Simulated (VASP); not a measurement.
Write the native input for VASP 6.6.1 that does the following.

```yaml
Task: single point
Functional: PBE
Potentials_or_basis: VASP PAW PBE potentials, release 64 (Ta_pv, Al, F)
Cutoff: 520 eV
k_mesh: 4 × 4 × 4
Occupations: gaussian, width 0.1 eV
Spin: collinear spin
Starting_moments: "[1.0, 1.0, 0.0, 0.0, 0.0, 0.0] μB"
Dipole_correction: no
Further_INCAR_settings: ALGO = Normal; EDIFF = 1e-06; NBANDS = 36
```

The structure of Ta2AlF3 lies in POSCAR:

```
Ta2AlF3
1.0
    4.0101967700      0.0000000000      0.0000000000
    0.0000000000      4.0101967700      0.0000000000
    0.0000000000      0.0000000000      6.1996373100
Ta Al F
2 1 3
Direct
    0.5000000000      0.5000000000      0.0000000000
    0.0000000000      0.0000000000      0.5000000000
    0.0000000000      0.0000000000      0.0000000000
    0.0000000000      0.0000000000      0.7138797700
    0.0000000000      0.0000000000      0.2861202300
    0.5000000000      0.5000000000      0.5000000000
```

The cell was built from a structure type or drawn by symmetry, and may not be a known phase.

The input as run:

INCAR

```
SYSTEM = Ta2AlF3
ALGO = Normal ; EDIFF = 1E-6
ENCUT = 520 ; GGA = PE
ISIF = 2 ; ISMEAR = 0
ISPIN = 2 ; LASPH = .TRUE.
LCHARG = .FALSE. ; LMAXMIX = 4
LORBIT = 11 ; LREAL = .FALSE.
LWAVE = .FALSE. ; MAGMOM = 1 1 0 0 0 0
NBANDS = 36 ; NELM = 150
PREC = Accurate ; SIGMA = 0.1
```

KPOINTS

```
k-points
0
G
  4 4 4
  0 0 0
```

Potentials or basis: VASP PAW PBE potentials, release 64 (Ta_pv, Al, F).

The run is started by

```console
$ cat potpaw_PBE.64/Ta_pv/POTCAR potpaw_PBE.64/Al/POTCAR potpaw_PBE.64/F/POTCAR > POTCAR
$ mpirun -np 1 vasp_std > vasp.out
```

Results of the run:

* Pressure: 144.0 GPa
* Largest force: 95.882 eV/Å
* Net moment: 1.26 μB per cell
* Site moments: Ta +1.01, -0.25; Al -0.02; F +0.01, -0.02 (each value once) μB
* Valence electrons inside the program's atomic spheres: Ta 8.58, 10.96; Al 0.85; F 6.54, 5.98 (each value once)

Caveat: the k points lie up to 0.39 Å⁻¹ apart; atoms lie so close that the PAW spheres overlap strongly, which falsifies energies and pressures; forces of over 1 eV/Å act on the atoms, so gaps and moduli don't describe the material at rest.

It took 67 s on 1 thread of Intel(R) Xeon(R) 6975P-C (Granite Rapids), on a shared host, peak memory 0.28 GiB.
